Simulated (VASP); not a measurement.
# TiAl3Ni2 (P4/mmm) in VASP: further runs

TiAl3Ni2 is run at these levels: PBE; tasks: single point.

Program: VASP 6.6.1. These are calculated values, not measurements. Logs are shortened: lines on timing, memory, paths and dates and some standing lists are left out, and cuts for length are marked.

## (1) The cell of the first run

It takes space group P4/mmm (No. 123, tetragonal). The conventional cell has a = 2.880 Å, b = 2.880 Å, c = 9.741 Å, α = 90.00°, β = 90.00°, γ = 90.00°. Within 3.7 Å of Ti (site symmetry 4/mmm) lie 8 Al at 2.83 Å and 4 Ti at 2.88 Å and 2 Ni at 3.42 Å. Al (site symmetry 4mm) has 4 Ni at 2.50 Å and 4 Ti at 2.83 Å and 5 Al at 2.88 to 2.90 Å within 3.3 Å. Al (site symmetry 4/mmm) has 8 Ni at 2.50 Å and 6 Al at 2.88 to 2.90 Å within 3.3 Å. Within 3.5 Å of Ni (site symmetry 4mm) lie 8 Al at 2.50 Å and 5 Ni at 2.88 to 2.89 Å and 1 Ti at 3.42 Å.

## (2) Single point, PBE

INCAR

```
PREC     = Accurate       # precision mode
ENCUT    = 600            # plane-wave cutoff, eV
EDIFF    = 1E-6           # SCF threshold, eV
ISMEAR   = 0              # smearing method
SIGMA    = 0.1            # smearing width, eV
LREAL    = False          # projectors in reciprocal space
LASPH    = True           # aspherical terms in the spheres
NELM     = 120            # most SCF steps
ALGO     = Normal         # electronic algorithm
ISIF     = 2              # what is computed and relaxed
LWAVE    = False          # write WAVECAR
LCHARG   = False          # write CHGCAR
GGA      = PE             # functional
NBANDS   = 30             # bands
GGA_COMPAT= False
```

KPOINTS

```
regular mesh
0
Gamma
  14 14 4
```

POSCAR

```
TiAl3Ni2
1.0
    2.8800187274      0.0000000000      0.0000000000
    0.0000000000      2.8800187274      0.0000000000
    0.0000000000      0.0000000000      9.7412655679
Ti Al Ni
1 3 2
Direct
    0.5000000000      0.5000000000      0.0000000000
    0.0000000000      0.0000000000      0.7981348391
    0.0000000000      0.0000000000      0.2018651609
    0.0000000000      0.0000000000      0.5000000000
    0.5000000000      0.5000000000      0.3514400771
    0.5000000000      0.5000000000      0.6485599229
```

Potentials or basis: VASP PAW PBE potentials, release 64 (Ti_sv, Al, Ni).

Command:

```bash
$ cat potpaw_PBE.64/Ti_sv/POTCAR potpaw_PBE.64/Al/POTCAR potpaw_PBE.64/Ni/POTCAR > POTCAR
$ mpirun -np 1 vasp_std > vasp.out
```

OUTCAR:

```text
PREC = Accurate
   ENCUT = 600
   EDIFF = 1E-6
   ISMEAR = 0
   LREAL = False
   LASPH = True
   NELM = 120
   ISIF = 2
   GGA = PE

 ion  position               nearest neighbor table
   1  0.500  0.500  0.000-   2 2.83   3 2.83   2 2.83   3 2.83   2 2.83   3 2.83   2 2.83   3 2.83

   2  0.000  0.000  0.798-   6 2.50   6 2.50   6 2.50   6 2.50   1 2.83   1 2.83   1 2.83   1 2.83
                             4 2.90
   3  0.000  0.000  0.202-   5 2.50   5 2.50   5 2.50   5 2.50   1 2.83   1 2.83   1 2.83   1 2.83
                             4 2.90
   4  0.000  0.000  0.500-   5 2.50   6 2.50   5 2.50   6 2.50   5 2.50   6 2.50   5 2.50   6 2.50
                             2 2.90   3 2.90
   5  0.500  0.500  0.351-   4 2.50   4 2.50   4 2.50   4 2.50   3 2.50   3 2.50   3 2.50   3 2.50
                             6 2.89
   6  0.500  0.500  0.649-   4 2.50   4 2.50   4 2.50   4 2.50   2 2.50   2 2.50   2 2.50   2 2.50
                             5 2.89

  LATTYP: Found a simple tetragonal cell.
 ALAT       =     2.8800187274
 C/A-ratio  =     3.3823618837

  Lattice vectors:

 A1 = (   2.8800187274,   0.0000000000,   0.0000000000)
 A2 = (   0.0000000000,   2.8800187274,   0.0000000000)
 A3 = (   0.0000000000,   0.0000000000,   9.7412655679)

Analysis of symmetry for initial positions (statically):
=====================================================================
 Subroutine PRICEL returns:
 Original cell was already a primitive cell.

 Routine SETGRP: Setting up the symmetry group for a
 simple tetragonal supercell.

 Subroutine GETGRP returns: Found 16 space group operations
 (whereof 16 operations were pure point group operations)
 out of a pool of 16 trial point group operations.

The static configuration has the point symmetry D_4h.

Analysis of symmetry for dynamics (positions and initial velocities):
=====================================================================
 Subroutine PRICEL returns:
 Original cell was already a primitive cell.

 Routine SETGRP: Setting up the symmetry group for a
 simple tetragonal supercell.

 Subroutine GETGRP returns: Found 16 space group operations
 (whereof 16 operations were pure point group operations)
 out of a pool of 16 trial point group operations.

The dynamic configuration has the point symmetry D_4h.

 Subroutine INISYM returns: Found 16 space group operations
 (whereof 16 operations are pure point group operations),
 and found     1 'primitive' translations

----------------------------------------------------------------------------------------
[... 106 lines left out ...]
   NFREE  =      0    steps in history (QN), initial steepest desc. (CG)
   ISIF   =      2    stress and relaxation
   ISYM   =      2    0-nonsym 1-usesym 2-fastsym
   POTIM  = 0.5000    time-step for ionic-motion
   TEBEG  =    0.0;   TEEND  =   0.0 temperature during run
   PSTRESS=    0.0 pullay stress
   NELECT =      41.0000    total number of electrons
   NUPDOWN=      -1.0000    fix difference up-down
   EMIN   =  10.00;   EMAX   =-10.00  energy-range for DOS
   EFERMI =   0.00;   METHOD = LEGACY
   ISMEAR =     0;   SIGMA  =   0.10  broadening in eV -4-tet -1-fermi 0-gaus
   EFERMI_NEDOS =   21; number of points for ismear=-14 and -15
   IALGO  =     38    algorithm
   IMIX   =      4    mixing-type and parameters
     AMIX     =   0.40;   BMIX     =  1.00
     AMIX_MAG =   1.60;   BMIX_MAG =  1.00
  volume/ion in A,a.u.               =      13.47        90.88
  Fermi-wavevector in a.u.,A,eV,Ry     =   1.305772  2.467552 23.198495  1.705041
  Thomas-Fermi vector in A             =   2.436619
   LORBIT       =      0    0 simple, 1 ext, 2 COOP (PROOUT), +10 PAW based schemes
   GGA     = PE    functional components
   LHFCALC =     F    Hartree Fock is set to
   AEXX    =    0.0000 exact exchange contribution
   IVDW    =     0    specifies the selected vdW correction
   LEPSILON=     F    determine dielectric tensor
   LRPA    =     F    only Hartree local field effects (RPA)
 non-spin polarized calculation
 Gauss-broadening in eV      SIGMA  =   0.10
  energy-cutoff  :      600.00
  volume of cell :       80.80
 maximum number of plane-waves:      2728
 NGX is ok and might be reduce to    24

 number of electron      41.0000023 magnetization

 Free energy of the ion-electron system (eV)
  ---------------------------------------------------
  ext. energy  EPLUGINS =         0.00000000
  ---------------------------------------------------
  free energy    TOTEN  =       -33.51651573 eV

  energy without entropy =      -33.49571997  energy(sigma->0) =      -33.50611785

 E-fermi :   9.2364     XC(G=0): -11.6116

 val. band max:        9.2334027038   @ k =   0.3571   0.2857   0.5000
 cond. band min:       9.2375523355   @ k =   0.1429   0.0000   0.5000
 fundamental gap:      0.0041496316
 Fermi energy:         9.2363785218

 k-point     1 :       0.0000    0.0000    0.0000
  band No.  band energies     occupation
      1     -47.4088      2.00000
      2     -23.8296      2.00000
      3     -23.3981      2.00000
      4     -23.3981      2.00000
      5      -1.3831      2.00000
      6       0.1652      2.00000
[... 781 lines left out ...]
     29      14.6416      0.00000
     30      15.3932      0.00000

 [... further k-points ...]

------------------------ aborting loop because EDIFF is reached ----------------------------------------

  FORCE on cell =-STRESS in cart. coord.  units (eV):
  Direction    XX          YY          ZZ          XY          YZ          ZX
  --------------------------------------------------------------------------------------
  -------------------------------------------------------------------------------------
  Total        0.0004790      0.0004790     -0.0401245      0.0000000      0.0000000      0.0000000
  in kB        0.0094976      0.0094976     -0.7956350      0.0000000      0.0000000      0.0000000
  external PRESSURE =      -0.2588800 kB  Pullay stress =       0.0000000 kB

 VOLUME and BASIS-vectors are now :
 -----------------------------------------------------------------------------
  energy-cutoff  :      600.00
  volume of cell :       80.80
      direct lattice vectors                 reciprocal lattice vectors
     2.880018727  0.000000000  0.000000000     0.347219964  0.000000000  0.000000000
     0.000000000  2.880018727  0.000000000     0.000000000  0.347219964  0.000000000
     0.000000000  0.000000000  9.741265568     0.000000000  0.000000000  0.102656066

 POSITION                                       TOTAL-FORCE (eV/Angst)
 -----------------------------------------------------------------------------------
      1.44001      1.44001      0.00000        -0.000000     -0.000000      0.000000
      0.00000      0.00000      7.77484         0.000000      0.000000     -0.001652
      0.00000      0.00000      1.96642         0.000000     -0.000000      0.001652
      0.00000      0.00000      4.87063        -0.000000     -0.000000      0.000000
      1.44001      1.44001      3.42347        -0.000000     -0.000000     -0.003772
      1.44001      1.44001      6.31779        -0.000000      0.000000      0.003772
 -----------------------------------------------------------------------------------
    total drift:                                0.000000     -0.000000     -0.000000

  FREE ENERGIE OF THE ION-ELECTRON SYSTEM (eV)
  ---------------------------------------------------
  free  energy   TOTEN  =       -33.5165157288 eV

  energy  without entropy=      -33.4957199680  energy(sigma->0) =      -33.50611785
```

OSZICAR:

```text
N       E                     dE             d eps       ncg     rms          rms(c)
DAV:   1     0.325691109959E+03    0.32569E+03   -0.19770E+04  6480   0.168E+03
DAV:   2    -0.743436723688E+01   -0.33313E+03   -0.32230E+03  6504   0.400E+02
DAV:   3    -0.360948759955E+02   -0.28661E+02   -0.27735E+02  9722   0.118E+02
DAV:   4    -0.380842181077E+02   -0.19893E+01   -0.19651E+01  9918   0.237E+01
DAV:   5    -0.381379867558E+02   -0.53769E-01   -0.53763E-01  8598   0.337E+00    0.210E+01
DAV:   6    -0.456412262794E+02   -0.75032E+01   -0.13191E+02  8190   0.144E+02    0.324E+01
DAV:   7    -0.344428514691E+02    0.11198E+02   -0.37859E+01  8592   0.771E+01    0.756E+00
DAV:   8    -0.337387689040E+02    0.70408E+00   -0.96883E+00  8464   0.233E+01    0.338E+00
DAV:   9    -0.336186567088E+02    0.12011E+00   -0.23624E+00  9966   0.113E+01    0.365E+00
DAV:  10    -0.335371097141E+02    0.81547E-01   -0.87351E-01  8758   0.110E+01    0.145E+00
DAV:  11    -0.335182051476E+02    0.18905E-01   -0.54002E-02  9054   0.311E+00    0.570E-01
DAV:  12    -0.335166607935E+02    0.15444E-02   -0.67118E-03  9994   0.838E-01    0.227E-01
DAV:  13    -0.335166010763E+02    0.59717E-04   -0.63811E-04  9816   0.162E-01    0.109E-01
DAV:  14    -0.335165235720E+02    0.77504E-04   -0.21084E-04  9810   0.169E-01    0.303E-02
DAV:  15    -0.335165170029E+02    0.65691E-05   -0.26480E-05 10206   0.452E-02    0.968E-03
DAV:  16    -0.335165157602E+02    0.12427E-05   -0.37658E-06  6794   0.222E-02    0.341E-03
DAV:  17    -0.335165157288E+02    0.31357E-07   -0.79298E-07  4014   0.818E-03
   1 F= -.33516516E+02 E0= -.33506118E+02  d E =-.207958E-01
```

Run time: 6.6 min. Hardware: 1 thread of Oxide Virtual Turin-like, shared host; peak memory 0.39 GiB.

What came out:

- Free energy: -33.5165 eV
- Pressure: 0.0 GPa
- Largest force: 0.004 eV/Å
- Band gap on the k mesh: zero (an odd number of electrons rules out a gap without spin polarisation)

Forces in eV/Å, atoms in the order of the input:
```
Ti   0.000  0.000  0.000
Al   0.000  0.000 -0.002
Al   0.000  0.000  0.002
Al   0.000  0.000  0.000
Ni   0.000  0.000 -0.004
Ni   0.000  0.000  0.004
```

Stress tensor (GPa, compression positive):
```
 0.00  0.00  0.00
 0.00  0.00  0.00
 0.00  0.00 -0.08
```

Levels at points of the mesh, in eV from the Fermi level:
```tsv
k point	band 16	band 17	band 18	band 19	band 20	band 21	band 22	band 23	band 24	band 25
(0.00, 0.00, 0.00)	-1.69	-1.45	-1.41	-0.71	-0.67	0.88	1.78	1.78	3.13	3.21
(0.50, 0.00, 0.00)	-1.92	-1.87	-1.85	-1.57	-0.74	-0.71	-0.40	1.63	2.21	2.50
(0.50, 0.50, 0.00)	-1.24	-1.24	-0.94	-0.93	0.24	1.06	1.06	1.68	1.80	1.80
(0.00, 0.00, 0.50)	-1.68	-1.45	-1.41	-0.71	-0.09	0.42	1.78	1.78	2.66	3.13
(0.50, 0.00, 0.50)	-1.96	-1.87	-1.82	-1.57	-1.12	-0.61	-0.39	1.54	1.63	2.21
(0.50, 0.50, 0.50)	-0.94	-0.93	-0.39	-0.39	-0.21	-0.21	0.39	1.64	2.16	2.29
```

## (3) Single point, PBE, collinear spin, ferromagnetic start

This run uses another cell than the first one, of the same volume but with other edges.

INCAR

```
SYSTEM = TiAl3Ni2
  PREC = Accurate
  ENCUT = 600
  EDIFF = 1E-6
  ISMEAR = 0
  SIGMA = 0.1
  LREAL = .False.
  LASPH = .True.
  NELM = 200
  ALGO = Normal
  ISIF = 2
  LWAVE = .False.
  LCHARG = .False.
  ISPIN = 2
  MAGMOM = 0 0 0 0 2 2
  LORBIT = 11
  LMAXMIX = 4
  GGA = PE
  NBANDS = 34
  GGA_COMPAT = .False.
```

KPOINTS

```
Automatic mesh
0
Gamma
  6 6 2
  0 0 0
```

POSCAR

```
TiAl3Ni2
1.0
    2.8300943631      0.0000000000      0.0000000000
    0.0000000000      2.8300943631      0.0000000000
    0.0000000000      0.0000000000     10.0771062731
Ti Al Ni
1 3 2
Direct
    0.5000000000      0.5000000000      0.0000000000
    0.0000000000      0.0000000000      0.8006997421
    0.0000000000      0.0000000000      0.1993002579
    0.0000000000      0.0000000000      0.5000000000
    0.5000000000      0.5000000000      0.3505041598
    0.5000000000      0.5000000000      0.6494958402
```

Potentials or basis: VASP PAW PBE potentials, release 64 (Ti_sv, Al, Ni).

Command:

```bash
$ cat potpaw_PBE.64/Ti_sv/POTCAR potpaw_PBE.64/Al/POTCAR potpaw_PBE.64/Ni/POTCAR > POTCAR
$ mpirun -np 1 vasp_std > vasp.out
```

Run time: 3.2 min. Hardware: 1 thread of Oxide Virtual Turin-like, shared host; peak memory 0.28 GiB.

It converged, with:

```
Free energy                                           : -33.5000 eV
Pressure                                              : 0.0 GPa
Largest force                                         : 0.017 eV/Å
Net moment                                            : 0.00 μB per cell
Valence electrons inside the program's atomic spheres : Ti 10.29; Al 0.81, 0.79 (each value once); Ni 9.43
```

Forces in eV/Å, atoms in the order of the input:
```
Ti   0.000  0.000  0.000
Al   0.000  0.000 -0.017
Al   0.000  0.000  0.017
Al   0.000  0.000  0.000
Ni   0.000  0.000  0.017
Ni   0.000  0.000 -0.017
```

Stress tensor (GPa, compression positive):
```
 0.14  0.00  0.00
 0.00  0.14  0.00
 0.00  0.00 -0.16
```

Levels at points of the mesh, in eV from the Fermi level:
Spin up:
```
           k point  band 19  band 20  band 21  band 22  band 23  band 24
(0.00, 0.00, 0.00)    -0.93    -0.71     0.57     1.98     1.98     2.32
(0.50, 0.00, 0.00)    -1.55    -0.71    -0.68    -0.34     1.79     2.28
(0.50, 0.50, 0.00)    -0.89     0.35     1.11     1.11     1.86     1.86
(0.00, 0.00, 0.50)    -0.71    -0.38    -0.06     1.98     1.98     2.00
(0.50, 0.00, 0.50)    -1.55    -1.14    -0.51    -0.34     1.40     1.79
(0.50, 0.50, 0.50)    -0.30    -0.20    -0.20     0.52     1.91     2.32
```
Spin down:
| k point | band 17 | band 18 | band 19 | band 20 | band 21 | band 22 | band 23 | band 24 | band 25 | band 26 |
| --- | --- | --- | --- | --- | --- | --- | --- | --- | --- | --- |
| (0.00, 0.00, 0.00) | -1.38 | -1.35 | -0.93 | -0.71 | 0.57 | 1.98 | 1.98 | 2.32 | 3.34 | 6.70 |
| (0.50, 0.00, 0.00) | -1.81 | -1.78 | -1.55 | -0.71 | -0.68 | -0.34 | 1.79 | 2.28 | 2.31 | 2.41 |
| (0.50, 0.50, 0.00) | -1.26 | -0.90 | -0.89 | 0.35 | 1.11 | 1.11 | 1.86 | 1.86 | 1.91 | 2.25 |
| (0.00, 0.00, 0.50) | -1.38 | -1.35 | -0.71 | -0.38 | -0.06 | 1.98 | 1.98 | 2.00 | 3.34 | 6.89 |
| (0.50, 0.00, 0.50) | -1.78 | -1.78 | -1.55 | -1.14 | -0.51 | -0.34 | 1.40 | 1.79 | 2.41 | 2.80 |
| (0.50, 0.50, 0.50) | -0.89 | -0.30 | -0.30 | -0.20 | -0.20 | 0.52 | 1.91 | 2.32 | 2.40 | 3.08 |

Caveat: the k points lie up to 0.37 Å⁻¹ apart; the moments typed at the start vanished in this run.

The gap in the log of VASP goes by the Fermi energy; the results here count the filled bands.